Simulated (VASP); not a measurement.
# LiTmH4 (P1) in VASP: relaxation of cell and atoms with PBE

Aim: the relaxation of cell and atoms of LiTmH4 with PBE.

Everything below comes from runs of VASP 6.6.1. Logs are shortened: lines on timing, memory, paths and dates and some standing lists are left out, and cuts for length are marked.

## Step 1: The cell of the first run

The typed cell holds 6 atoms: a = 3.467 Å, b = 3.501 Å, c = 5.713 Å, α = 79.83°, β = 79.70°, γ = 61.46°.

The cell was generated, and may not be a known phase.

## Step 2: Relaxation of cell and atoms, PBE

Contents of INCAR:

```
PREC     = Accurate       # precision mode
ENCUT    = 750            # plane-wave cutoff, eV
EDIFF    = 1E-7           # SCF threshold, eV
ISMEAR   = 0              # smearing method
SIGMA    = 0.1            # smearing width, eV
LREAL    = F              # projectors in reciprocal space
LASPH    = T              # aspherical terms in the spheres
NELM     = 200            # most SCF steps
ALGO     = Normal         # electronic algorithm
ISIF     = 3              # what is computed and relaxed
LWAVE    = F              # write WAVECAR
LCHARG   = F              # write CHGCAR
GGA      = PE             # functional
IBRION   = 2              # ionic algorithm
NSW      = 90             # ionic steps
EDIFFG   = -0.04          # ionic threshold
GGA_COMPAT= F            
NELMIN   = 4            
LMAXMIX  = 6              # l up to which the mixer works
```

Contents of KPOINTS:

```
Automatic mesh
0
Gamma
  6 6 4
```

Contents of POSCAR:

```
LiTmH4
1.0
    3.4666737001      0.0000000000      0.0000000000
    1.6727194449      3.0753983783      0.0000000000
    1.0213631623      0.5931677355      5.5896080887
Li Tm H
1 1 4
Direct
    0.5202927220      0.0013272086      0.0024514322
    0.9560571122      0.4615205702      0.5631018105
    0.2736292882      0.7432531424      0.7213646391
    0.6181455610      0.1052900322      0.6149754751
    0.8859697368      0.3708083846      0.9422497976
    0.3436502497      0.8423052220      0.3389348356
```

Potentials or basis: VASP PAW PBE potentials, release 64 (Li_sv, Tm_3, H), 4f in core.

Started as:

```sh
$ cat potpaw_PBE.64/Li_sv/POTCAR potpaw_PBE.64/Tm_3/POTCAR potpaw_PBE.64/H/POTCAR > POTCAR
$ mpirun -np 1 vasp_std > vasp.out
```

OUTCAR:

```text
PREC = Accurate
   ENCUT = 750
   EDIFF = 1E-7
   ISMEAR = 0
   LREAL = F
   LASPH = T
   NELM = 200
   ISIF = 3
   GGA = PE
   IBRION = 2
   NSW = 90
   EDIFFG = -0.04
   NELMIN = 4

 ion  position               nearest neighbor table
   1  0.520  0.001  0.002-   2 3.12   2 3.17
   2  0.956  0.462  0.563-   4 2.03   4 2.04   4 2.07   5 2.12   3 2.17   3 2.17   3 2.29   1 3.12
                             1 3.17
   3  0.274  0.743  0.721-   2 2.17   2 2.17   2 2.29
   4  0.618  0.105  0.615-   2 2.03   2 2.04   2 2.07
   5  0.886  0.371  0.942-   2 2.12
   6  0.344  0.842  0.339-

  Warning from LATTYP: Got some problem with cell dimensions!
  Tried to take original basis but could not verify dimensions!
  LATTYP: Found a triclinic cell.
 ALAT       =     3.4666737001
 B/A-ratio  =     1.0270322821
 C/A-ratio  =     1.6479870256
 COS(alpha) =     0.0003958437
 COS(beta)  =     0.1787777372
 COS(gamma) =     0.5038651301

  Lattice vectors:

 A1 = (  -3.4666737001,   0.0000000000,   0.0000000000)
 A2 = (  -1.7939542552,   3.0753983783,   0.0000000000)
 A3 = (  -1.0213631623,  -0.5931677355,  -5.5896080887)

Analysis of symmetry for initial positions (statically):
=====================================================================
 Subroutine PRICEL returns:
 Original cell was already a primitive cell.

 Routine SETGRP: Setting up the symmetry group for a
 triclinic supercell.

 Subroutine GETGRP returns: Found  1 space group operations
 (whereof  1 operations were pure point group operations)
 out of a pool of  2 trial point group operations.

The static configuration has the point symmetry C_1 .

Analysis of symmetry for dynamics (positions and initial velocities):
=====================================================================
 Subroutine PRICEL returns:
 Original cell was already a primitive cell.

 Routine SETGRP: Setting up the symmetry group for a
 triclinic supercell.

 Subroutine GETGRP returns: Found  1 space group operations
 (whereof  1 operations were pure point group operations)
 out of a pool of  2 trial point group operations.

The dynamic configuration has the point symmetry C_1 .

 Subroutine INISYM returns: Found  1 space group operations
 (whereof  1 operations are pure point group operations),
 and found     1 'primitive' translations

----------------------------------------------------------------------------------------

                                     Primitive cell

  volume of cell :      59.5931

  direct lattice vectors                    reciprocal lattice vectors
     3.466673700  0.000000000  0.000000000     0.288460953 -0.156894875 -0.036059489
     1.672719445  3.075398378  0.000000000     0.000000000  0.325161126 -0.034506013
     1.021363162  0.593167736  5.589608089     0.000000000  0.000000000  0.178903419

  length of vectors
     3.466673700  3.500866397  5.713033280     0.330342262  0.326986885  0.178903419

  position of ions in fractional coordinates (direct lattice)
     0.520292722  0.001327209  0.002451432
     0.956057112  0.461520570  0.563101811
     0.273629288  0.743253142  0.721364639
     0.618145561  0.105290032  0.614975475
     0.885969737  0.370808385  0.942249798
     0.343650250  0.842305222  0.338934836

  ion indices of the primitive-cell ions
   primitive index   ion index
                 1           1
                 2           2
                 3           3
                 4           4
                 5           5
                 6           6

----------------------------------------------------------------------------------------

 KPOINTS: Automatic mesh

Automatic generation of k-mesh.
 Grid dimensions read from file:
 generate k-points for:    6    6    4

 Generating k-lattice:

  Cartesian coordinates                     Fractional coordinates (reciprocal lattice)
     0.048076826 -0.026149146 -0.006009915     0.166666667 -0.000000000 -0.000000000
     0.000000000  0.054193521 -0.005751002     0.000000000  0.166666667  0.000000000
     0.000000000  0.000000000  0.044725855     0.000000000  0.000000000  0.250000000

  Length of vectors
     0.055057044  0.054497814  0.044725855

  Shift w.r.t. Gamma in fractional coordinates (k-lattice)
     0.000000000  0.000000000  0.000000000

 Subroutine IBZKPT returns following result:
 ===========================================

 Found     76 irreducible k-points:

 Following reciprocal coordinates:
            Coordinates               Weight
  0.000000  0.000000  0.000000      1.000000
  0.166667  0.000000 -0.000000      2.000000
  0.333333  0.000000  0.000000      2.000000
  0.500000  0.000000 -0.000000      1.000000
  0.000000  0.166667 -0.000000      2.000000
  0.166667  0.166667 -0.000000      2.000000
[... 16 lines left out ...]
  0.333333  0.000000  0.250000      2.000000
  0.500000  0.000000  0.250000      2.000000
 [... further k-points ...]
   k-points           NKPTS =     76   k-points in BZ     NKDIM =     76   number of bands    NBANDS=     12
   number of dos      NEDOS =    301   number of ions     NIONS =      6
   total plane-waves  NPLWV =  55296
   dimension x,y,z NGX =    32 NGY =   32 NGZ =   54
   dimension x,y,z NGXF=    64 NGYF=   64 NGZF=  108
   ions per type =               1   1   4
   NGX,Y,Z   is equivalent  to a cutoff of  15.35, 15.20, 15.71 a.u.
   NGXF,Y,Z  is equivalent  to a cutoff of  30.69, 30.39, 31.43 a.u.
 SYSTEM =  unknown system
   PREC   = accura    normal or accurate (medium, high low for compatibility)
   ISTART =      0    job   : 0-new  1-cont  2-samecut
   ICHARG =      2    charge: 1-file 2-atom 10-const
   ISPIN  =      1    spin polarized calculation?
   LNONCOLLINEAR =      F non collinear calculations
   LSORBIT =      F    spin-orbit coupling
   LASPH  =      T    aspherical Exc in radial PAW
   ENCUT  =  750.0 eV  55.12 Ry    7.42 a.u.   7.74  7.82 12.76*2*pi/ulx,y,z
   NELM   =    200;   NELMIN=  4; NELMDL= -5     # of ELM steps
   EDIFF  = 0.1E-06   stopping-criterion for ELM
   LREAL  =      F    real-space projection
   EDIFFG = -.4E-01   stopping-criterion for IOM
   NSW    =     90    number of steps for IOM
   IBRION =      2    ionic relax: 0-MD 1-quasi-New 2-CG
   NFREE  =      1    steps in history (QN), initial steepest desc. (CG)
   ISIF   =      3    stress and relaxation
   ISYM   =      2    0-nonsym 1-usesym 2-fastsym
   POTIM  = 0.5000    time-step for ionic-motion
   TEBEG  =    0.0;   TEEND  =   0.0 temperature during run
   PSTRESS=    0.0 pullay stress
   NELECT =      16.0000    total number of electrons
   NUPDOWN=      -1.0000    fix difference up-down
   EMIN   =  10.00;   EMAX   =-10.00  energy-range for DOS
   EFERMI =   0.00;   METHOD = LEGACY
   ISMEAR =     0;   SIGMA  =   0.10  broadening in eV -4-tet -1-fermi 0-gaus
   EFERMI_NEDOS =   21; number of points for ismear=-14 and -15
   IALGO  =     38    algorithm
   IMIX   =      4    mixing-type and parameters
     AMIX     =   0.40;   BMIX     =  1.00
     AMIX_MAG =   1.60;   BMIX_MAG =  1.00
  volume/ion in A,a.u.               =       9.93        67.03
  Fermi-wavevector in a.u.,A,eV,Ry     =   1.056127  1.995791 15.176004  1.115405
  Thomas-Fermi vector in A             =   2.191351
   LORBIT       =      0    0 simple, 1 ext, 2 COOP (PROOUT), +10 PAW based schemes
   GGA     = PE    functional components
   LHFCALC =     F    Hartree Fock is set to
   AEXX    =    0.0000 exact exchange contribution
   IVDW    =     0    specifies the selected vdW correction
   LEPSILON=     F    determine dielectric tensor
   LRPA    =     F    only Hartree local field effects (RPA)
 conjugate gradient relaxation of ions
 non-spin polarized calculation
 Gauss-broadening in eV      SIGMA  =   0.10
  energy-cutoff  :      750.00
  volume of cell :       59.59
 maximum number of plane-waves:      2800
   NGX = 15   NGY = 15   NGZ = 25

--------------------------------------- Ionic step        1  -------------------------------------------

 number of electron      15.9999999 magnetization

 Free energy of the ion-electron system (eV)
  ---------------------------------------------------
  ext. energy  EPLUGINS =         0.00000000
  ---------------------------------------------------
  free energy    TOTEN  =       -22.54204936 eV

  energy without entropy =      -22.53833546  energy(sigma->0) =      -22.54019241

------------------------ aborting loop because EDIFF is reached ----------------------------------------

  FORCE on cell =-STRESS in cart. coord.  units (eV):
  Direction    XX          YY          ZZ          XY          YZ          ZX
  --------------------------------------------------------------------------------------
  -------------------------------------------------------------------------------------
  Total        0.2042799     -0.0310591     -0.2206399      0.0504424      0.2956408      0.1176926
  in kB        5.4921259     -0.8350345     -5.9319701      1.3561590      7.9483919      3.1642015
  external PRESSURE =      -0.4249596 kB  Pullay stress =       0.0000000 kB
[... 101 lines left out ...]
  FREE ENERGIE OF THE ION-ELECTRON SYSTEM (eV)
  ---------------------------------------------------
  free  energy   TOTEN  =       -22.5539322690 eV

  energy  without entropy=      -22.5502048673  energy(sigma->0) =      -22.55206857

[... ionic steps 4 to 15 ...]

--------------------------------------- Ionic step       16  -------------------------------------------

 number of electron      16.0000000 magnetization

------------------------ aborting loop because EDIFF is reached ----------------------------------------
[... 75 lines left out ...]
--------------------------------------- Ionic step       18  -------------------------------------------

 number of electron      16.0000001 magnetization

 Free energy of the ion-electron system (eV)
  ---------------------------------------------------
  ext. energy  EPLUGINS =         0.00000000
  ---------------------------------------------------
  free energy    TOTEN  =       -22.59517877 eV

  energy without entropy =      -22.59142848  energy(sigma->0) =      -22.59330362

 E-fermi :   2.5706     XC(G=0):  -9.0048

 val. band max:        2.5071958487   @ k =   0.0000   0.0000   0.0000
 cond. band min:       2.5773346995   @ k =   0.0000   0.0000   0.2500
 fundamental gap:      0.0701388508
 Fermi energy:         2.5706358912

 k-point     1 :       0.0000    0.0000    0.0000
  band No.  band energies     occupation
      1     -44.4416      2.00000
      2     -23.3291      2.00000
      3     -22.9443      2.00000
      4     -22.9414      2.00000
      5      -6.7471      2.00000
      6      -2.3543      2.00000
      7      -1.8113      2.00000
      8       2.5072      1.63038
      9       3.7368      0.00000
     10       3.7754      0.00000
     11       6.3018      0.00000
     12       6.3357      0.00000
[... 331 lines left out ...]
 k-point    24 :       0.5000    0.0000    0.2500
  band No.  band energies     occupation
      1     -44.4390      2.00000
      2     -23.4707      2.00000
      3     -23.2497      2.00000
      4     -23.0496      2.00000
      5      -3.6109      2.00000
      6      -2.6340      2.00000
      7      -1.9831      2.00000
      8      -1.0456      2.00000
      9       3.6380      0.00000
     10       5.0302      0.00000
     11       6.3991      0.00000
     12       6.6020      0.00000

 [... further k-points ...]

------------------------ aborting loop because EDIFF is reached ----------------------------------------

  FORCE on cell =-STRESS in cart. coord.  units (eV):
  Direction    XX          YY          ZZ          XY          YZ          ZX
  --------------------------------------------------------------------------------------
  -------------------------------------------------------------------------------------
  Total        0.0625970      0.0952732     -0.0109902      0.0108350      0.0269208      0.0338713
  in kB        1.6901139      2.5723704     -0.2967351      0.2925435      0.7268605      0.9145237
  external PRESSURE =       1.3219164 kB  Pullay stress =       0.0000000 kB
[... 21 lines left out ...]
  FREE ENERGIE OF THE ION-ELECTRON SYSTEM (eV)
  ---------------------------------------------------
  free  energy   TOTEN  =       -22.5951787693 eV

  energy  without entropy=      -22.5914284783  energy(sigma->0) =      -22.59330362

 reached required accuracy - stopping structural energy minimisation
```

Wall time 8.2 min (1 thread of Intel Xeon 6975P-C (Granite Rapids), shared host); peak memory 0.31 GiB.

Results:

| Item | Value |
| --- | --- |
| Free energy | -22.5952 eV |
| Relaxed volume | 9.89 Å³/atom |
| Relaxed cell | a = 3.505 Å, b = 3.505 Å, c = 5.898 Å, α = 73.59°, β = 73.29°, γ = 60.16° |
| Space group after relaxing (to 0.1 Å) | Cm (No. 8) |
| Energy gained by relaxing | 8.9 meV/atom |
| Ionic steps | 18 |
| Pressure after relaxing | 0.1 GPa |
| Largest force after relaxing | 0.029 eV/Å |
| Band gap on the k mesh | zero (bands 8 and 9 overlap by 0.09 eV) |

Forces on the atoms (eV/Å):
```
Li   0.021  0.013 -0.015
Tm   0.009  0.005  0.019
H   -0.017 -0.016 -0.017
H   -0.007  0.007 -0.009
H   -0.004 -0.024  0.009
H   -0.001  0.015  0.014
```

Stress tensor (GPa, compression positive):
```
 0.17  0.03  0.09
 0.03  0.26  0.07
 0.09  0.07 -0.03
```

The path:
```tsv
step	energy change (eV)	largest force (eV/Å)	pressure (GPa)	volume (Å³)
1	0.0000	0.2575	-0.04	59.59
2	-0.0070	0.1280	-0.12	59.57
3	-0.0119	0.1316	-0.16	59.53
4	-0.0163	0.0863	-0.07	59.40
5	-0.0182	0.0729	0.07	59.24
6	-0.0206	0.0747	0.04	59.24
7	-0.0265	0.0941	-0.05	59.24
8	-0.0299	0.2483	-0.20	59.21
9	-0.0311	0.2280	-0.15	59.19
10	-0.0342	0.1668	-0.03	59.12
11	-0.0369	0.1758	0.25	58.97
12	-0.0396	0.1600	0.19	59.04
13	-0.0457	0.1136	0.04	59.25
14	-0.0489	0.1120	-0.21	59.66
15	-0.0492	0.0889	-0.15	59.56
16	-0.0513	0.0559	-0.12	59.50
17	-0.0520	0.0788	-0.07	59.44
18	-0.0531	0.0292	0.13	59.34
```

Final structure:
```xyz
6
Lattice="3.4987 0.0269 0.2056 1.7117 3.0522 0.2011 1.3588 0.7768 5.6861" Properties=species:S:1:pos:R:3 pbc="T T T"
Li    4.7746    3.7958    5.9544
Tm    4.9813    1.8791    3.4908
H     3.1764    2.8571    4.2923
H     3.2259    0.8410    3.6930
H     4.8500    1.8118    5.6012
H     3.2956    2.9189    2.2024
```

Levels at points of the mesh, in eV from the Fermi level:
| k point | band 6 | band 7 | band 8 | band 9 | band 10 | band 11 |
| --- | --- | --- | --- | --- | --- | --- |
| (0.00, 0.00, 0.00) | -4.92 | -4.38 | -0.06 | 1.17 | 1.20 | 3.73 |
| (0.50, 0.00, 0.00) | -5.19 | -4.73 | -3.42 | 1.36 | 2.29 | 3.38 |
| (0.00, 0.50, 0.00) | -5.21 | -4.71 | -3.44 | 1.41 | 2.29 | 3.36 |
| (0.50, 0.50, 0.00) | -5.19 | -4.23 | -3.86 | 0.69 | 2.64 | 3.41 |
| (0.00, 0.00, 0.50) | -5.98 | -3.13 | 0.13 | 1.14 | 1.18 | 1.83 |
| (0.50, 0.00, 0.50) | -5.21 | -4.26 | -3.92 | 0.72 | 2.67 | 3.53 |
| (0.00, 0.50, 0.50) | -5.22 | -4.28 | -3.92 | 0.74 | 2.68 | 3.55 |
| (0.50, 0.50, 0.50) | -5.16 | -4.73 | -3.34 | 1.26 | 2.24 | 3.37 |

Caveat: spin-orbit coupling is left out, which moves the levels of the heavy elements; the 4f electrons are frozen in the core, so they carry no moment and show no levels.

The gap in the log of VASP goes by the Fermi energy; the results here count the filled bands.